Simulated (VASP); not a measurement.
Se, 3 atoms in the cell. Symmetry: P3_121, No. 152, trigonal system. Conventional cell: a = 4.521 Å, b = 4.521 Å, c = 5.045 Å, α = 90.00°, β = 90.00°, γ = 120.00°. Within 3.2 Å of Se (site symmetry 2) lie 2 Se at 2.40 Å. 

| Item | Value |
| --- | --- |
| Program | VASP 6.6.1 |
| Task | single point |
| Functional | PBE |
| Potentials or basis | VASP PAW PBE potentials, release 64 (Se) |
| Cutoff | 520 eV |
| k mesh | 7 × 7 × 6 |
| Occupations | fermi-dirac, width 0.05 eV |
| Spin | no spin polarisation |
| Dipole correction | no |
| Further INCAR settings | ALGO = Normal; EDIFF = 1e-06; NBANDS = 16 |

Potentials or basis: VASP PAW PBE potentials, release 64 (Se).

Run with:

```bash
$ cat potpaw_PBE.64/Se/POTCAR > POTCAR
$ mpirun -np 1 vasp_std > vasp.out
```

Hardware: 1 thread of Intel Xeon 6975P-C (shared host).

**Question.** Estimate the wall time of this run.

**Answer.** Wall time 47 s on 1 thread of Intel Xeon 6975P-C, with other jobs on the host, peak memory 0.23 GiB. Counts: scf iterations 12, k points 40.
